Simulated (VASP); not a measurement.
A run of VASP 6.6.1 is set up as follows.

File INCAR:

```
PREC = Accurate
ENCUT = 600
EDIFF = 1E-6
ISMEAR = 0
SIGMA = 0.1
LREAL = F
LASPH = T
NELM = 120
ALGO = Normal
ISIF = 2
LWAVE = F
LCHARG = F
NBANDS = 23
GGA_COMPAT = F
```

Contents of KPOINTS:

```
regular mesh
0
Gamma
  6 6 4
```

The input POSCAR:

```
W2C
1.0
    3.0700456420      0.0000000000      0.0000000000
   -1.5350228210      2.6587375167      0.0000000000
    0.0000000000      0.0000000000      4.6784280000
W C
2 1
Direct
    0.3333333333      0.6666666667      0.7463310000
    0.6666666667      0.3333333333      0.2536690000
    0.0000000000      0.0000000000      0.0000000000
```

Potentials or basis: VASP PAW LDA potentials, release 64 (W_sv, C).

The run is started by

```bash
$ cat potpaw_LDA.64/W_sv/POTCAR potpaw_LDA.64/C/POTCAR > POTCAR
$ mpirun -np 1 vasp_std > vasp.out
```

(1) Predict the band gap on the k mesh.

(2) Predict the pressure.

Answers

(1) zero (bands 16 and 17 overlap by 2.44 eV).

(2) -13.7 GPa.

Caveat: the k points lie up to 0.39 Å⁻¹ apart, too coarse for converged energies and pressures of a metal; spin-orbit coupling is left out, which moves the levels of the heavy elements.
